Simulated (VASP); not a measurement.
Runs of VASP 6.6.1 on TeW. The structure is that of space group F-43m (No. 216), or close to it. The cells are those of the table. 

```tsv
task	level	spin	fixed moment (μB)	cell	k mesh	cutoff (eV)	gap on the mesh (eV)	pressure (GPa)	moment (μB)
single point	PBE	off	-	a = 4.313 Å, angles 60.0°, 2 atoms	12 × 12 × 12	520	none	0.0	-
single point	PBE	collinear	-	a = 4.328 Å, angles 60.0°, 2 atoms	6 × 6 × 6	520	none	(b)	1.40
single point	PBE	collinear	1.5	a = 4.330 Å, angles 60.0°, 2 atoms	12 × 12 × 12	520	-	0.2	1.50
single point	r2SCAN	off	-	a = 4.330 Å, angles 60.0°, 2 atoms	12 × 12 × 12	520	none	(a)	-
single point	PBE	off	-	a = 4.330 Å, angles 60.0°, 2 atoms	12 × 12 × 12	520	none	-1.2	-
single point	PBE	collinear	1.75	a = 4.330 Å, angles 60.0°, 2 atoms	12 × 12 × 12	520	-	0.7	1.75
relaxation of cell and atoms	PBE	off	-	relaxed from a = 4.330 Å, angles 60.0°, 2 atoms	12 × 12 × 12	600	none	0.0	-
single point	PBE	collinear	-	a = 4.330 Å, angles 60.0°, 2 atoms	12 × 12 × 12	520	none	0.0	1.40
single point	PBE	collinear	1.0	a = 4.330 Å, angles 60.0°, 2 atoms	12 × 12 × 12	520	-	-0.5	1.00
single point	PBE	collinear	1.25	a = 4.330 Å, angles 60.0°, 2 atoms	12 × 12 × 12	520	-	-0.2	1.25
```

Alike in all rows: potentials or basis VASP PAW PBE potentials, release 64 (W_sv, Te); smearing gaussian 0.1 eV.

Q: Estimate the missing entries.

A: (a) -2.9; (b) 0.1.

Caveats: spin-orbit coupling is left out, which moves the levels of the heavy elements; the total moment is fixed, so each spin has its own Fermi level (at least some runs); the PAW data sets were made with another functional, which shifts forces and pressure a little (at least some runs).

A k mesh can miss the band edges, and the runs leave out spin-orbit coupling on Te, W.

A gap of «none» marks levels without a gap at the run's occupations.
